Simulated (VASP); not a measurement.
Runs of VASP 6.6.1 on SrTiO3. The structure is that of space group Pm-3m (No. 221), or close to it. The cells are those of the table. 

| cell | gap on the mesh (eV) | pressure (GPa) | largest force (eV/Å) |
| --- | --- | --- | --- |
| a = 3.891 Å, 5 atoms | 1.87 | (a) | 0.42 |
| a = 4.047, b = 4.047, c = 3.891 Å, 5 atoms | 1.73 | (b) | (d) |
| a = 3.840, b = 3.840, c = 3.891 Å, 5 atoms | 1.83 | 6.0 | - |
| a = 3.787, b = 3.787, c = 3.891 Å, 5 atoms | (c) | 12.3 | - |
| a = 3.995, b = 3.995, c = 3.891 Å, 5 atoms | 1.68 | -8.0 | - |

Alike in all rows: task single point; level PBEsol; potentials or basis VASP PAW PBE potentials, release 64 (Sr_sv, Ti_sv, O); no spin polarisation; k mesh 8 × 8 × 8; cutoff (eV) 520; smearing gaussian 0.05 eV.

Task: Fill in the values left out.

Result: (a) 1.7; (b) -10.6; (c) 1.84; (d) 0.45.

Caveats: the PAW data sets were made with another functional, which shifts forces and pressure a little.

A k mesh can miss the band edges, and the runs leave out spin-orbit coupling on Sr.
